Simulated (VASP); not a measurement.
# Ru (P6_3/mmc) in VASP: single point with LDA

Aim: the single point of Ru with LDA.

Program: VASP 6.6.1. These are calculated values, not measurements. Logs are shortened: lines on timing, memory, paths and dates and some standing lists are left out, and cuts for length are marked.

### 1 The cell of the first run

Symmetry: P6_3/mmc, No. 194, hexagonal system. The conventional cell has a = 2.676 Å, b = 2.676 Å, c = 4.226 Å, α = 90.00°, β = 90.00°, γ = 120.00°. Ru (site symmetry -6m2) has 12 Ru at 2.62 to 2.68 Å within 3.5 Å.

### 2 Single point, LDA

File INCAR:

```
PREC = Accurate
ENCUT = 600
EDIFF = 1E-6
ISMEAR = -1
SIGMA = 0.15
LREAL = False
LASPH = True
NELM = 120
ALGO = Normal
ISIF = 2
LWAVE = False
LCHARG = False
GGA = CA
NBANDS = 23
GGA_COMPAT = False
```

File KPOINTS:

```
Automatic mesh
0
Gamma
  15 15 8
```

File POSCAR:

```
Ru
1.0
    2.6759834052      0.0000000000      0.0000000000
   -1.3379917026      2.3174696090      0.0000000000
    0.0000000000      0.0000000000      4.2262880327
Ru
2
Direct
    0.3333333333      0.6666666667      0.2500000000
    0.6666666667      0.3333333333      0.7500000000
```

Potentials or basis: VASP PAW LDA potentials, release 64 (Ru_sv).

Started as:

```sh
cat potpaw_LDA.64/Ru_sv/POTCAR > POTCAR
mpirun -np 1 vasp_std > vasp.out
```

OUTCAR:

```text
PREC = Accurate
   ENCUT = 600
   EDIFF = 1E-6
   ISMEAR = -1
   LREAL = False
   LASPH = True
   NELM = 120
   ISIF = 2
   GGA = CA

 ion  position               nearest neighbor table
   1  0.333  0.667  0.250-   2 2.62   2 2.62   2 2.62   2 2.62   2 2.62   2 2.62
   2  0.667  0.333  0.750-   1 2.62   1 2.62   1 2.62   1 2.62   1 2.62   1 2.62

  LATTYP: Found a hexagonal cell.
 ALAT       =     2.6759834052
 C/A-ratio  =     1.5793401501

  Lattice vectors:

 A1 = (   2.6759834052,   0.0000000000,   0.0000000000)
 A2 = (  -1.3379917026,   2.3174696090,   0.0000000000)
 A3 = (   0.0000000000,   0.0000000000,   4.2262880327)

Analysis of symmetry for initial positions (statically):
=====================================================================
 Subroutine PRICEL returns:
 Original cell was already a primitive cell.

 Routine SETGRP: Setting up the symmetry group for a
 hexagonal supercell.

 Subroutine GETGRP returns: Found 24 space group operations
 (whereof 12 operations were pure point group operations)
 out of a pool of 24 trial point group operations.

The static configuration has the point symmetry D_3d.
 The point group associated with its full space group is D_6h.

Analysis of symmetry for dynamics (positions and initial velocities):
=====================================================================
 Subroutine PRICEL returns:
 Original cell was already a primitive cell.

 Routine SETGRP: Setting up the symmetry group for a
 hexagonal supercell.

 Subroutine GETGRP returns: Found 24 space group operations
 (whereof 12 operations were pure point group operations)
 out of a pool of 24 trial point group operations.

The dynamic configuration has the point symmetry D_3d.
 The point group associated with its full space group is D_6h.

 Subroutine INISYM returns: Found 24 space group operations
 (whereof 12 operations are pure point group operations),
 and found     1 'primitive' translations

----------------------------------------------------------------------------------------

                                     Primitive cell

  volume of cell :      26.2094

  direct lattice vectors                    reciprocal lattice vectors
     2.675983405  0.000000000  0.000000000     0.373694395  0.215752560  0.000000000
    -1.337991703  2.317469609  0.000000000     0.000000000  0.431505119  0.000000000
     0.000000000  0.000000000  4.226288033     0.000000000  0.000000000  0.236614256

  length of vectors
     2.675983405  2.675983405  4.226288033     0.431505119  0.431505119  0.236614256

  position of ions in fractional coordinates (direct lattice)
     0.333333333  0.666666667  0.250000000
     0.666666667  0.333333333  0.750000000

  ion indices of the primitive-cell ions
   primitive index   ion index
                 1           1
                 2           2

----------------------------------------------------------------------------------------

 KPOINTS: Automatic mesh

Automatic generation of k-mesh.
 Grid dimensions read from file:
 generate k-points for:   15   15    8

 Generating k-lattice:

  Cartesian coordinates                     Fractional coordinates (reciprocal lattice)
     0.024912960  0.014383504  0.000000000     0.066666667 -0.000000000  0.000000000
     0.000000000  0.028767008  0.000000000     0.000000000  0.066666667  0.000000000
     0.000000000  0.000000000  0.029576782     0.000000000  0.000000000  0.125000000

  Length of vectors
     0.028767008  0.028767008  0.029576782

  Shift w.r.t. Gamma in fractional coordinates (k-lattice)
     0.000000000  0.000000000  0.000000000

 Subroutine IBZKPT returns following result:
 ===========================================

 Found    135 irreducible k-points:

 Following reciprocal coordinates:
            Coordinates               Weight
  0.000000  0.000000  0.000000      1.000000
  0.066667  0.000000  0.000000      6.000000
  0.133333  0.000000  0.000000      6.000000
  0.200000  0.000000  0.000000      6.000000
  0.266667  0.000000  0.000000      6.000000
  0.333333  0.000000  0.000000      6.000000
[... 16 lines left out ...]
  0.333333  0.200000  0.000000     12.000000
  0.400000  0.200000  0.000000      6.000000
 [... further k-points ...]
   k-points           NKPTS =    135   k-points in BZ     NKDIM =    135   number of bands    NBANDS=     23
   number of dos      NEDOS =    301   number of ions     NIONS =      2
   total plane-waves  NPLWV =  20736
   dimension x,y,z NGX =    24 NGY =   24 NGZ =   36
   dimension x,y,z NGXF=    48 NGYF=   48 NGZF=   72
   ions per type =               2
   NGX,Y,Z   is equivalent  to a cutoff of  14.91, 14.91, 14.16 a.u.
   NGXF,Y,Z  is equivalent  to a cutoff of  29.82, 29.82, 28.32 a.u.
 SYSTEM =  unknown system
   PREC   = accura    normal or accurate (medium, high low for compatibility)
   ISTART =      0    job   : 0-new  1-cont  2-samecut
   ICHARG =      2    charge: 1-file 2-atom 10-const
   ISPIN  =      1    spin polarized calculation?
   LNONCOLLINEAR =      F non collinear calculations
   LSORBIT =      F    spin-orbit coupling
   LASPH  =      T    aspherical Exc in radial PAW
   ENCUT  =  600.0 eV  44.10 Ry    6.64 a.u.   5.34  5.34  8.44*2*pi/ulx,y,z
   NELM   =    120;   NELMIN=  2; NELMDL= -5     # of ELM steps
   EDIFF  = 0.1E-05   stopping-criterion for ELM
   LREAL  =      F    real-space projection
   EDIFFG = 0.1E-04   stopping-criterion for IOM
   NSW    =      0    number of steps for IOM
   IBRION =     -1    ionic relax: 0-MD 1-quasi-New 2-CG
   NFREE  =      0    steps in history (QN), initial steepest desc. (CG)
   ISIF   =      2    stress and relaxation
   ISYM   =      2    0-nonsym 1-usesym 2-fastsym
   POTIM  = 0.5000    time-step for ionic-motion
   TEBEG  =    0.0;   TEEND  =   0.0 temperature during run
   PSTRESS=    0.0 pullay stress
   NELECT =      32.0000    total number of electrons
   NUPDOWN=      -1.0000    fix difference up-down
   EMIN   =  10.00;   EMAX   =-10.00  energy-range for DOS
   EFERMI =   0.00;   METHOD = LEGACY
   ISMEAR =    -1;   SIGMA  =   0.15  broadening in eV -4-tet -1-fermi 0-gaus
   EFERMI_NEDOS =   21; number of points for ismear=-14 and -15
   IALGO  =     38    algorithm
   IMIX   =      4    mixing-type and parameters
     AMIX     =   0.40;   BMIX     =  1.00
     AMIX_MAG =   1.60;   BMIX_MAG =  1.00
  volume/ion in A,a.u.               =      13.10        88.43
  Fermi-wavevector in a.u.,A,eV,Ry     =   1.749736  3.306522 41.655293  3.061578
  Thomas-Fermi vector in A             =   2.820592
   LORBIT       =      0    0 simple, 1 ext, 2 COOP (PROOUT), +10 PAW based schemes
   GGA     = CA    functional components
   LHFCALC =     F    Hartree Fock is set to
   AEXX    =    0.0000 exact exchange contribution
   IVDW    =     0    specifies the selected vdW correction
   LEPSILON=     F    determine dielectric tensor
   LRPA    =     F    only Hartree local field effects (RPA)
 non-spin polarized calculation
  energy-cutoff  :      600.00
  volume of cell :       26.21
 maximum number of plane-waves:       898
 NGX is ok and might be reduce to    24
   NGX = 11   NGY = 11   NGZ = 17

 number of electron      32.0000002 magnetization

 Free energy of the ion-electron system (eV)
  ---------------------------------------------------
  ext. energy  EPLUGINS =         0.00000000
  ---------------------------------------------------
  free energy    TOTEN  =       -21.46119939 eV

  energy without entropy =      -21.34736939  energy(sigma->0) =      -21.40428439

 E-fermi :  15.7087     XC(G=0): -14.7356

 val. band max:       15.6798939863   @ k =   0.0000   0.0000   0.3750
 cond. band min:      15.7264275183   @ k =   0.0667   0.0000   0.3750
 fundamental gap:      0.0465335319
 Fermi energy:        15.7086534858

 k-point     1 :       0.0000    0.0000    0.0000
  band No.  band energies     occupation
      1     -57.1164      2.00000
      2     -56.8719      2.00000
      3     -27.9041      2.00000
      4     -26.8354      2.00000
      5     -26.8354      2.00000
      6     -26.6404      2.00000
[... 15 lines left out ...]
     22      30.5674      0.00000
     23      33.1289      0.00000

 k-point     2 :       0.0667    0.0000    0.0000
  band No.  band energies     occupation
      1     -57.1088      2.00000
      2     -56.8688      2.00000
      3     -27.8868      2.00000
      4     -26.8724      2.00000
      5     -26.8479      2.00000
      6     -26.6789      2.00000
[... 15 lines left out ...]
     22      30.8764      0.00000
     23      33.3290      0.00000

 k-point     3 :       0.1333    0.0000    0.0000
  band No.  band energies     occupation
      1     -57.0868      2.00000
      2     -56.8606      2.00000
      3     -27.8363      2.00000
      4     -26.9769      2.00000
      5     -26.8826      2.00000
      6     -26.7861      2.00000
[... 15 lines left out ...]
     22      31.6028      0.00000
     23      33.7958      0.00000

 k-point     4 :       0.2000    0.0000    0.0000
  band No.  band energies     occupation
      1     -57.0534      2.00000
      2     -56.8494      2.00000
      3     -27.7570      2.00000
      4     -27.1309      2.00000
      5     -26.9401      2.00000
      6     -26.9318      2.00000
[... 15 lines left out ...]
     22      31.5441      0.00000
     23      33.4573      0.00000

 k-point     5 :       0.2667    0.0000    0.0000
  band No.  band energies     occupation
      1     -57.0131      2.00000
      2     -56.8383      2.00000
      3     -27.6561      2.00000
      4     -27.3076      2.00000
      5     -27.1117      2.00000
      6     -26.9864      2.00000
[... 434 lines left out ...]
 k-point    22 :       0.2667    0.2000    0.0000
  band No.  band energies     occupation
      1     -56.9260      2.00000
      2     -56.8276      2.00000
      3     -27.4960      2.00000
      4     -27.4082      2.00000
      5     -27.3953      2.00000
      6     -27.1234      2.00000
[... 15 lines left out ...]
     22      27.1698      0.00000
     23      27.7027      0.00000

 k-point    23 :       0.3333    0.2000    0.0000
  band No.  band energies     occupation
      1     -56.8974      2.00000
      2     -56.8314      2.00000
      3     -27.5743      2.00000
      4     -27.3956      2.00000
      5     -27.3108      2.00000
      6     -27.2082      2.00000
[... 15 lines left out ...]
     22      27.6897      0.00000
     23      29.0571      0.00000

 k-point    24 :       0.4000    0.2000    0.0000
  band No.  band energies     occupation
      1     -56.8848      2.00000
      2     -56.8351      2.00000
      3     -27.6015      2.00000
      4     -27.3850      2.00000
      5     -27.2634      2.00000
      6     -27.2497      2.00000
[... 15 lines left out ...]
     22      28.2557      0.00000
     23      29.7007      0.00000

 [... further k-points ...]
[... 5 lines left out ...]
  --------------------------------------------------------------------------------------
  -------------------------------------------------------------------------------------
  Total        0.0980174      0.0980174      0.0981215     -0.0000000      0.0000000      0.0000000
  in kB        5.9918006      5.9918006      5.9981648     -0.0000000      0.0000000      0.0000000
  external PRESSURE =       5.9939220 kB  Pullay stress =       0.0000000 kB

 VOLUME and BASIS-vectors are now :
 -----------------------------------------------------------------------------
  energy-cutoff  :      600.00
  volume of cell :       26.21
      direct lattice vectors                 reciprocal lattice vectors
     2.675983405  0.000000000  0.000000000     0.373694395  0.215752560  0.000000000
    -1.337991703  2.317469609  0.000000000     0.000000000  0.431505119  0.000000000
     0.000000000  0.000000000  4.226288033     0.000000000  0.000000000  0.236614256

 POSITION                                       TOTAL-FORCE (eV/Angst)
 -----------------------------------------------------------------------------------
     -0.00000      1.54498      1.05657        -0.000000      0.000000      0.000000
      1.33799      0.77249      3.16972         0.000000      0.000000      0.000000
 -----------------------------------------------------------------------------------
    total drift:                                0.000000     -0.000000      0.000000

  FREE ENERGIE OF THE ION-ELECTRON SYSTEM (eV)
  ---------------------------------------------------
  free  energy   TOTEN  =       -21.4611993901 eV

  energy  without entropy=      -21.3473693941  energy(sigma->0) =      -21.40428439
```

Wall time 47 s (1 thread of Intel Xeon Platinum 8259CL at 2.50GHz (Skylake/Cascade Lake), shared host); peak memory 0.19 GiB.

What came out:

```yaml
Free_energy: -21.4612 eV
Pressure: 0.6 GPa
Band_gap_on_the_k_mesh: zero (band 16 reaches 17.36 eV, above the bottom of band 17 at 14.08 eV)
```
